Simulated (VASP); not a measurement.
## In: single point with PBE

Crystal: In.

```xyz
1
Lattice="0.0000 2.4031 2.4031 2.4031 0.0000 2.4031 2.4031 2.4031 0.0000" Properties=species:S:1:pos:R:3 pbc="T T T"
In    0.0000    0.0000    0.0000
```

```yaml
Program: VASP 6.6.1
Task: single point
Functional: PBE
Potentials_or_basis: VASP PAW PBE potentials, release 64 (In_d)
Cutoff: 520 eV
k_mesh: 12 × 12 × 12
Occupations: fermi-dirac, width 0.136057 eV
Spin: no spin polarisation
Dipole_correction: no
Further_INCAR_settings: ALGO = Normal; EDIFF = 1e-07; NBANDS = 12
```

| Quantity | Value |
| --- | --- |
| Pressure | -0.4 GPa |

Levels at points of the mesh, in eV from the Fermi level:
| k point | band 4 | band 5 | band 6 | band 7 | band 8 | band 9 |
| --- | --- | --- | --- | --- | --- | --- |
| (0.00, 0.00, 0.00) | -14.43 | -14.43 | -9.14 | 10.05 | 10.05 | 10.05 |
| (0.50, 0.00, 0.00) | -14.29 | -14.29 | -4.28 | -3.12 | 8.02 | 8.02 |
| (0.50, 0.50, 0.00) | -14.26 | -14.26 | -2.20 | -2.02 | 3.92 | 3.92 |

Wall time 10 s on 1 thread of Intel(R) Xeon(R) 6975P-C (Granite Rapids), with other jobs on the host, peak memory 0.17 GiB.

Caveat: spin-orbit coupling is left out, which moves the levels of the heavy elements.
